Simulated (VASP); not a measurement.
Wanted: the native input for a VASP 6.6.1 run.

| Property | Result |
| --- | --- |
| Task | single point |
| Functional | PBE |
| Potentials or basis | VASP PAW PBE potentials, release 64 (Sn_d, Se) |
| Cutoff | 520 eV |
| k mesh | 12 × 12 × 6 |
| Occupations | gaussian, width 0.05 eV |
| Spin | no spin polarisation |
| Dipole correction | no |
| Further INCAR settings | ALGO = Normal; EDIFF = 1e-07; NBANDS = 20 |

The structure of SnSe2 lies in POSCAR:

```
SnSe2
1.0
    3.7495203087      0.0000000000      0.0000000000
   -1.8747601544      3.2471798393      0.0000000000
    0.0000000000      0.0000000000      6.3398987578
Sn Se
1 2
Direct
    0.0000000000      0.0000000000      0.0000000000
    0.3333333333      0.6666666667      0.2500000000
    0.6666666667      0.3333333333      0.7500000000
```

This cell differs from its parent crystal: ratio of the length along z to the lengths across it x 1.05, volume and fractional coordinates fixed.

One way to write it, as run:

INCAR

```
PREC     = Accurate       # precision mode
ENCUT    = 520            # plane-wave cutoff, eV
EDIFF    = 1E-7           # SCF threshold, eV
ISMEAR   = 0              # smearing method
SIGMA    = 0.05           # smearing width, eV
LREAL    = False          # projectors in reciprocal space
LASPH    = True           # aspherical terms in the spheres
NELM     = 100            # most SCF steps
ALGO     = Normal         # electronic algorithm
ISIF     = 2              # what is computed and relaxed
LWAVE    = False          # write WAVECAR
LCHARG   = True           # write CHGCAR
GGA      = PE             # functional
LELF     = True           # ELF
LVHAR    = True         
NBANDS   = 20             # bands
```

KPOINTS

```
Automatic mesh
0
Gamma
  12 12 6
```

Potentials or basis: VASP PAW PBE potentials, release 64 (Sn_d, Se).

Command:

```console
$ cat potpaw_PBE.64/Sn_d/POTCAR potpaw_PBE.64/Se/POTCAR > POTCAR
$ mpirun -np 1 vasp_std > vasp.out
```

Results of the run:

```
Pressure               : 5.5 GPa
Largest force          : 0.460 eV/Å
Band gap on the k mesh : 0.64 eV (least direct gap 1.20 eV)
```

Caveat: the cell stands under pressure; spin-orbit coupling is left out, which moves the levels of the heavy elements; this functional lacks dispersion, which binds the layers, so the pressure and a relaxed spacing across them are unreliable.

Wall time 3.8 min on 1 thread of Intel Xeon 8259CL, on a shared host, peak memory 0.29 GiB.
